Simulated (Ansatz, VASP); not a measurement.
**NaCl in VASP and in Ansatz**

File INCAR:

```
SYSTEM = NaCl
ALGO     = Normal         ! electronic algorithm
EDIFF    = 1E-6           ! SCF threshold, eV
ENCUT    = 520            ! plane-wave cutoff, eV
GGA      = PS             ! functional
ISIF     = 2              ! what is computed and relaxed
ISMEAR   = 0              ! smearing method
LASPH    = .TRUE.         ! aspherical terms in the spheres
LCHARG   = .TRUE.         ! write CHGCAR
LELF     = .TRUE.         ! ELF
LREAL    = .FALSE.        ! projectors in reciprocal space
LVHAR    = .TRUE.       
LWAVE    = .FALSE.        ! write WAVECAR
NBANDS   = 14             ! bands
NELM     = 100            ! most SCF steps
PREC     = Accurate       ! precision mode
SIGMA    = 0.05           ! smearing width, eV
```

Contents of KPOINTS:

```
k-points
0
G
  6 6 6
  0 0 0
```

The input POSCAR:

```
NaCl
1.0
    3.6422776000      0.0000000000      0.0000000000
    0.0000000000      3.6422776000      0.0000000000
    0.0000000000      0.0000000000      3.7823652000
Na Cl
1 1
Direct
    0.0000000000      0.0000000000      0.0000000000
    0.5000000000      0.5000000000      0.5000000000
```

Input for Ansatz:

```yaml
crystal:
  lattice:
    - [3.6422776, 0.0, 0.0]
    - [0.0, 3.6422776, 0.0]
    - [0.0, 0.0, 3.7823652]
  atoms:
    - { symbol: Na, position: [0.0, 0.0, 0.0] }
    - { symbol: Cl, position: [0.5, 0.5, 0.5] }
basis:
  ecutwfc: 420
kpoints:
  mp_grid: { grid: [6, 6, 6] }
hamiltonian:
  xc: pbesol
scf:
  occupations: { method: gaussian, width: 0.05 }
output:
  forces: true
  stress: true
  eigenvalues: true
```

Change from the starting cell: strain +0.040 along x and y, +0.080 along z, atoms carried along.

Alike in both runs: task single point; functional PBEsol; k mesh 6 × 6 × 6; occupations gaussian, width 0.05 eV; no spin polarisation.

|  | VASP | Ansatz |
| --- | --- | --- |
| version | VASP 6.6.1 | Ansatz 0.2.0 |
| potentials or method | VASP PAW PBE potentials, release 64 (Na_pv, Cl), cutoff 520 eV | scalar-relativistic, plane waves, PAW |
| valence electrons in the cell | 14 | 16 |

|  | VASP | Ansatz | Ansatz less VASP |
| --- | --- | --- | --- |
| gap on the k mesh at the Fermi level (eV) | 3.33 | 3.33 | +0.002 |
| least direct gap on the mesh (eV) | 3.69 | 3.69 | +0.002 |
| pressure (GPa) | -3.6 | -3.6 | +0.01 |
| traceless stress, the component that is largest in VASP (GPa) | -1.39 | -1.39 | -0.001 |

VASP's potentials were made for PBE, not for PBEsol. With one functional, cell and mesh, what is left measures potentials, basis and numerics. VASP's potentials hold 14 valence electrons a cell and Ansatz's 16, so a difference there can come from the potentials and not from the codes.
